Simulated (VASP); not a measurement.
# PbO2 (Fm-3m) in VASP: notebook

The runs below take PbO2 through single point, with PBEsol.

Program: VASP 6.6.1. These are calculated values, not measurements. Logs are shortened: lines on timing, memory, paths and dates and some standing lists are left out, and cuts for length are marked.

### Step 1. The cell of the first run

It takes space group Fm-3m (No. 225, cubic). The conventional cell has a = 5.106 Å, b = 5.106 Å, c = 5.106 Å, α = 90.00°, β = 90.00°, γ = 90.00°. Pb (site symmetry m-3m) has 8 O at 2.21 Å within 2.9 Å. Within 2.9 Å of O (site symmetry -43m) lie 4 Pb at 2.21 Å and 6 O at 2.55 Å.

### Step 2. Single point, PBEsol (volume scaled by 0.88)

File INCAR:

```
SYSTEM = PbO2
ALGO = Normal
EDIFF = 1E-6
ENCUT = 520
GGA = PS
ISIF = 2
ISMEAR = 0
LASPH = .True.
LCHARG = .True.
LELF = .True.
LREAL = .False.
LVHAR = .True.
LWAVE = .False.
NBANDS = 20
NELM = 80
PREC = Accurate
SIGMA = 0.1
```

File KPOINTS:

```
k-points
0
Gamma
  14 14 14
  0 0 0
```

File POSCAR:

```
PbO2
1.0
    0.0000000000      2.5530921618      2.5530921618
    2.5530921618      0.0000000000      2.5530921618
    2.5530921618      2.5530921618      0.0000000000
Pb O
1 2
Direct
    0.0000000000      0.0000000000      0.0000000000
    0.2500000000      0.2500000000      0.2500000000
    0.7500000000      0.7500000000      0.7500000000
```

Potentials or basis: VASP PAW PBE potentials, release 64 (Pb_d, O).

On the command line:

```
cat potpaw_PBE.64/Pb_d/POTCAR potpaw_PBE.64/O/POTCAR > POTCAR
mpirun -np 1 vasp_std > vasp.out
```

OUTCAR:

```text
SYSTEM = PbO2
   EDIFF = 1E-6
   ENCUT = 520
   GGA = PS
   ISIF = 2
   ISMEAR = 0
   LASPH = .True.
   LREAL = .False.
   NELM = 80
   PREC = Accurate

 ion  position               nearest neighbor table
   1  0.000  0.000  0.000-   3 2.21   3 2.21   3 2.21   2 2.21   2 2.21   2 2.21   3 2.21   2 2.21

   2  0.250  0.250  0.250-   1 2.21   1 2.21   1 2.21   1 2.21
   3  0.750  0.750  0.750-   1 2.21   1 2.21   1 2.21   1 2.21

  LATTYP: Found a face centered cubic cell.
 ALAT       =     5.1061843236

  Lattice vectors:

 A1 = (   0.0000000000,   2.5530921618,   2.5530921618)
 A2 = (   2.5530921618,   0.0000000000,   2.5530921618)
 A3 = (   2.5530921618,   2.5530921618,   0.0000000000)

Analysis of symmetry for initial positions (statically):
=====================================================================
 Subroutine PRICEL returns:
 Original cell was already a primitive cell.

 Routine SETGRP: Setting up the symmetry group for a
 face centered cubic supercell.

 Subroutine GETGRP returns: Found 48 space group operations
 (whereof 48 operations were pure point group operations)
 out of a pool of 48 trial point group operations.

The static configuration has the point symmetry O_h .

Analysis of symmetry for dynamics (positions and initial velocities):
=====================================================================
 Subroutine PRICEL returns:
 Original cell was already a primitive cell.

 Routine SETGRP: Setting up the symmetry group for a
 face centered cubic supercell.

 Subroutine GETGRP returns: Found 48 space group operations
 (whereof 48 operations were pure point group operations)
 out of a pool of 48 trial point group operations.

The dynamic configuration has the point symmetry O_h .

 Subroutine INISYM returns: Found 48 space group operations
 (whereof 48 operations are pure point group operations),
 and found     1 'primitive' translations

----------------------------------------------------------------------------------------

                                     Primitive cell

  volume of cell :      33.2835

  direct lattice vectors                    reciprocal lattice vectors
     0.000000000  2.553092162  2.553092162    -0.195840952  0.195840952  0.195840952
     2.553092162  0.000000000  2.553092162     0.195840952 -0.195840952  0.195840952
     2.553092162  2.553092162  0.000000000     0.195840952  0.195840952 -0.195840952

  length of vectors
     3.610617561  3.610617561  3.610617561     0.339206479  0.339206479  0.339206479

  position of ions in fractional coordinates (direct lattice)
     0.000000000  0.000000000  0.000000000
     0.250000000  0.250000000  0.250000000
     0.750000000  0.750000000  0.750000000

  ion indices of the primitive-cell ions
   primitive index   ion index
                 1           1
                 2           2
                 3           3

----------------------------------------------------------------------------------------

 KPOINTS: k-points

Automatic generation of k-mesh.
 Grid dimensions read from file:
 generate k-points for:   14   14   14

 Generating k-lattice:

  Cartesian coordinates                     Fractional coordinates (reciprocal lattice)
    -0.013988639  0.013988639  0.013988639     0.071428571  0.000000000  0.000000000
     0.013988639 -0.013988639  0.013988639     0.000000000  0.071428571  0.000000000
     0.013988639  0.013988639 -0.013988639     0.000000000  0.000000000  0.071428571

  Length of vectors
     0.024229034  0.024229034  0.024229034

  Shift w.r.t. Gamma in fractional coordinates (k-lattice)
     0.000000000  0.000000000  0.000000000

 Subroutine IBZKPT returns following result:
 ===========================================

 Found    104 irreducible k-points:

 Following reciprocal coordinates:
            Coordinates               Weight
  0.000000  0.000000  0.000000      1.000000
  0.071429  0.000000  0.000000      8.000000
  0.142857  0.000000  0.000000      8.000000
  0.214286  0.000000  0.000000      8.000000
  0.285714  0.000000  0.000000      8.000000
  0.357143  0.000000  0.000000      8.000000
[... 16 lines left out ...]
  0.214286  0.142857  0.000000     24.000000
  0.285714  0.142857  0.000000     24.000000
 [... further k-points ...]
   k-points           NKPTS =    104   k-points in BZ     NKDIM =    104   number of bands    NBANDS=     20
   number of dos      NEDOS =    301   number of ions     NIONS =      3
   total plane-waves  NPLWV =  21952
   dimension x,y,z NGX =    28 NGY =   28 NGZ =   28
   dimension x,y,z NGXF=    56 NGYF=   56 NGZF=   56
   ions per type =               1   2
   NGX,Y,Z   is equivalent  to a cutoff of  12.89, 12.89, 12.89 a.u.
   NGXF,Y,Z  is equivalent  to a cutoff of  25.78, 25.78, 25.78 a.u.
 SYSTEM =  PbO2
   PREC   = accura    normal or accurate (medium, high low for compatibility)
   ISTART =      0    job   : 0-new  1-cont  2-samecut
   ICHARG =      2    charge: 1-file 2-atom 10-const
   ISPIN  =      1    spin polarized calculation?
   LNONCOLLINEAR =      F non collinear calculations
   LSORBIT =      F    spin-orbit coupling
   LASPH  =      T    aspherical Exc in radial PAW
   ENCUT  =  520.0 eV  38.22 Ry    6.18 a.u.   6.71  6.71  6.71*2*pi/ulx,y,z
   NELM   =     80;   NELMIN=  2; NELMDL= -5     # of ELM steps
   EDIFF  = 0.1E-05   stopping-criterion for ELM
   LREAL  =      F    real-space projection
   EDIFFG = 0.1E-04   stopping-criterion for IOM
   NSW    =      0    number of steps for IOM
   IBRION =     -1    ionic relax: 0-MD 1-quasi-New 2-CG
   NFREE  =      0    steps in history (QN), initial steepest desc. (CG)
   ISIF   =      2    stress and relaxation
   ISYM   =      2    0-nonsym 1-usesym 2-fastsym
   POTIM  = 0.5000    time-step for ionic-motion
   TEBEG  =    0.0;   TEEND  =   0.0 temperature during run
   PSTRESS=    0.0 pullay stress
   NELECT =      26.0000    total number of electrons
   NUPDOWN=      -1.0000    fix difference up-down
   EMIN   =  10.00;   EMAX   =-10.00  energy-range for DOS
   EFERMI =   0.00;   METHOD = LEGACY
   ISMEAR =     0;   SIGMA  =   0.10  broadening in eV -4-tet -1-fermi 0-gaus
   EFERMI_NEDOS =   21; number of points for ismear=-14 and -15
   IALGO  =     38    algorithm
   IMIX   =      4    mixing-type and parameters
     AMIX     =   0.40;   BMIX     =  1.00
     AMIX_MAG =   1.60;   BMIX_MAG =  1.00
  volume/ion in A,a.u.               =      11.09        74.87
  Fermi-wavevector in a.u.,A,eV,Ry     =   1.507727  2.849191 30.929329  2.273242
  Thomas-Fermi vector in A             =   2.618275
   LORBIT       =      0    0 simple, 1 ext, 2 COOP (PROOUT), +10 PAW based schemes
   GGA     = PS    functional components
   LHFCALC =     F    Hartree Fock is set to
   AEXX    =    0.0000 exact exchange contribution
   IVDW    =     0    specifies the selected vdW correction
   LEPSILON=     F    determine dielectric tensor
   LRPA    =     F    only Hartree local field effects (RPA)
 non-spin polarized calculation
 Gauss-broadening in eV      SIGMA  =   0.10
  energy-cutoff  :      520.00
  volume of cell :       33.28
 maximum number of plane-waves:       934
   NGX = 13   NGY = 13   NGZ = 13

 number of electron      25.9999990 magnetization

 Free energy of the ion-electron system (eV)
  ---------------------------------------------------
  ext. energy  EPLUGINS =         0.00000000
  ---------------------------------------------------
  free energy    TOTEN  =       -16.43954650 eV

  energy without entropy =      -16.43837520  energy(sigma->0) =      -16.43896085

 E-fermi :   7.9160     XC(G=0): -12.3688

 val. band max:        7.9046764946   @ k =  -0.2857   0.5000   0.2143
 cond. band min:       8.2260823258   @ k =  -0.0714   0.0714   0.0000
 fundamental gap:      0.3214058312
 Fermi energy:         7.9159782395

 k-point     1 :       0.0000    0.0000    0.0000
  band No.  band energies     occupation
      1     -12.1678      2.00000
      2      -8.1161      2.00000
      3      -8.1161      2.00000
      4      -8.1161      2.00000
      5      -8.0743      2.00000
      6      -7.6162      2.00000
[... 12 lines left out ...]
     19      24.2109      0.00000
     20      24.2109      0.00000

 k-point     2 :       0.0714    0.0000    0.0000
  band No.  band energies     occupation
      1     -12.1113      2.00000
      2      -8.6447      2.00000
      3      -8.1041      2.00000
      4      -8.1041      2.00000
      5      -7.6178      2.00000
      6      -7.6178      2.00000
[... 12 lines left out ...]
     19      24.1793      0.00000
     20      24.1793      0.00000

 k-point     3 :       0.1429    0.0000    0.0000
  band No.  band energies     occupation
      1     -11.9498      2.00000
      2      -9.1364      2.00000
      3      -8.0720      2.00000
      4      -8.0720      2.00000
      5      -7.6199      2.00000
      6      -7.6199      2.00000
[... 12 lines left out ...]
     19      24.1071      0.00000
     20      24.1071      0.00000

 k-point     4 :       0.2143    0.0000    0.0000
  band No.  band energies     occupation
      1     -11.7108      2.00000
      2      -9.5351      2.00000
      3      -8.0313      2.00000
      4      -8.0313      2.00000
      5      -7.6161      2.00000
      6      -7.6161      2.00000
[... 12 lines left out ...]
     19      24.0344      0.00000
     20      24.0344      0.00000

 k-point     5 :       0.2857    0.0000    0.0000
  band No.  band energies     occupation
      1     -11.4503      2.00000
      2      -9.7991      2.00000
      3      -7.9965      2.00000
      4      -7.9965      2.00000
      5      -7.5996      2.00000
      6      -7.5996      2.00000
[... 12 lines left out ...]
     19      23.9784      0.00000
     20      24.3128      0.00000
[... 353 lines left out ...]
      6      -7.6115      2.00000
[... 12 lines left out ...]
     19      24.1004      0.00000
     20      24.1646      0.00000

 k-point    22 :       0.1429    0.1429    0.0000
  band No.  band energies     occupation
      1     -11.8712      2.00000
      2      -9.3268      2.00000
      3      -8.0335      2.00000
      4      -8.0335      2.00000
      5      -7.6569      2.00000
      6      -7.5942      2.00000
[... 12 lines left out ...]
     19      24.0837      0.00000
     20      24.1739      0.00000

 k-point    23 :       0.2143    0.1429    0.0000
  band No.  band energies     occupation
      1     -11.6837      2.00000
      2      -9.6284      2.00000
      3      -7.9899      2.00000
      4      -7.9854      2.00000
      5      -7.6735      2.00000
      6      -7.5834      2.00000
[... 12 lines left out ...]
     19      24.1557      0.00000
     20      24.6562      0.00000

 k-point    24 :       0.2857    0.1429    0.0000
  band No.  band energies     occupation
      1     -11.4365      2.00000
      2      -9.9083      2.00000
      3      -7.9477      2.00000
      4      -7.9221      2.00000
      5      -7.6726      2.00000
      6      -7.5683      2.00000
[... 12 lines left out ...]
     19      24.1690      0.00000
     20      25.7577      0.00000

 [... further k-points ...]

------------------------ aborting loop because EDIFF is reached ----------------------------------------

  FORCE on cell =-STRESS in cart. coord.  units (eV):
  Direction    XX          YY          ZZ          XY          YZ          ZX
  --------------------------------------------------------------------------------------
  -------------------------------------------------------------------------------------
  Total        5.7171568      5.7171568      5.7171568     -0.0000000      0.0000000     -0.0000000
  in kB      275.2081024    275.2081024    275.2081024     -0.0000000      0.0000000     -0.0000000
  external PRESSURE =     275.2081024 kB  Pullay stress =       0.0000000 kB

 VOLUME and BASIS-vectors are now :
 -----------------------------------------------------------------------------
  energy-cutoff  :      520.00
  volume of cell :       33.28
      direct lattice vectors                 reciprocal lattice vectors
     0.000000000  2.553092162  2.553092162    -0.195840952  0.195840952  0.195840952
     2.553092162  0.000000000  2.553092162     0.195840952 -0.195840952  0.195840952
     2.553092162  2.553092162  0.000000000     0.195840952  0.195840952 -0.195840952

 POSITION                                       TOTAL-FORCE (eV/Angst)
 -----------------------------------------------------------------------------------
      0.00000      0.00000      0.00000        -0.000000      0.000000     -0.000000
      1.27655      1.27655      1.27655         0.000000     -0.000000     -0.000000
      3.82964      3.82964      3.82964         0.000000     -0.000000      0.000000
 -----------------------------------------------------------------------------------
    total drift:                                0.000000     -0.000000      0.000000

  FREE ENERGIE OF THE ION-ELECTRON SYSTEM (eV)
  ---------------------------------------------------
  free  energy   TOTEN  =       -16.4395465037 eV

  energy  without entropy=      -16.4383752025  energy(sigma->0) =      -16.43896085
```

Wall time 33 s (1 thread of Intel Xeon 6975P-C (Granite Rapids), shared host); peak memory 0.2 GiB.

Results:

* Free energy: -16.4395 eV
* Pressure: 27.5 GPa
* Band gap on the k mesh: zero (band 13 reaches 7.90 eV, above the bottom of band 14 at 6.50 eV)

Levels at points of the mesh, in eV from the Fermi level:
| k point | band 9 | band 10 | band 11 | band 12 | band 13 | band 14 | band 15 | band 16 | band 17 | band 18 |
| --- | --- | --- | --- | --- | --- | --- | --- | --- | --- | --- |
| (0.00, 0.00, 0.00) | -2.30 | -2.30 | -1.66 | -1.66 | -1.66 | -1.41 | 7.23 | 7.23 | 7.23 | 12.27 |
| (0.50, 0.00, 0.00) | -4.19 | -3.62 | -3.62 | -1.71 | -1.71 | 3.67 | 7.53 | 10.70 | 10.70 | 15.70 |
| (0.50, 0.50, 0.00) | -5.72 | -5.72 | -0.49 | -0.21 | -0.21 | 2.36 | 7.22 | 9.56 | 12.42 | 12.42 |

Caveat: the PAW data sets were made with another functional, which shifts forces and pressure a little; spin-orbit coupling is left out, which moves the levels of the heavy elements.

### Step 3. Single point, PBEsol (volume scaled by 0.91)

File INCAR:

```
SYSTEM = PbO2
PREC = Accurate
ENCUT = 520
EDIFF = 1E-6
ISMEAR = 0
SIGMA = 0.1
LREAL = .False.
LASPH = .True.
NELM = 100
ALGO = Normal
ISIF = 2
LWAVE = .False.
LCHARG = .True.
GGA = PS
LELF = .True.
LVHAR = .True.
NBANDS = 20
```

File KPOINTS:

```
Automatic mesh
0
Gamma
  14 14 14
  0 0 0
```

File POSCAR:

```
PbO2
1.0
    0.0000000000      2.5817809918      2.5817809918
    2.5817809918      0.0000000000      2.5817809918
    2.5817809918      2.5817809918      0.0000000000
Pb O
1 2
Direct
    0.0000000000      0.0000000000      0.0000000000
    0.2500000000      0.2500000000      0.2500000000
    0.7500000000      0.7500000000      0.7500000000
```

Potentials or basis: VASP PAW PBE potentials, release 64 (Pb_d, O).

On the command line:

```
cat potpaw_PBE.64/Pb_d/POTCAR potpaw_PBE.64/O/POTCAR > POTCAR
mpirun -np 1 vasp_std > vasp.out
```

Wall time 30 s (1 thread of Intel Xeon 6975P-C (Granite Rapids), shared host); peak memory 0.2 GiB.

The run converged. Its results:

- Free energy: -16.6045 eV
- Pressure: 18.7 GPa
- Band gap on the k mesh: zero (band 13 reaches 7.40 eV, above the bottom of band 14 at 5.85 eV)

Levels at points of the mesh, in eV from the Fermi level:
| k point | band 11 | band 12 | band 13 | band 14 | band 15 | band 16 |
| --- | --- | --- | --- | --- | --- | --- |
| (0.00, 0.00, 0.00) | -1.72 | -1.57 | -1.57 | -1.57 | 7.15 | 7.15 |
| (0.50, 0.00, 0.00) | -3.45 | -1.67 | -1.67 | 3.42 | 7.44 | 10.43 |
| (0.50, 0.50, 0.00) | -0.44 | -0.20 | -0.20 | 2.19 | 6.97 | 9.48 |

Caveat: the PAW data sets were made with another functional, which shifts forces and pressure a little; spin-orbit coupling is left out, which moves the levels of the heavy elements.
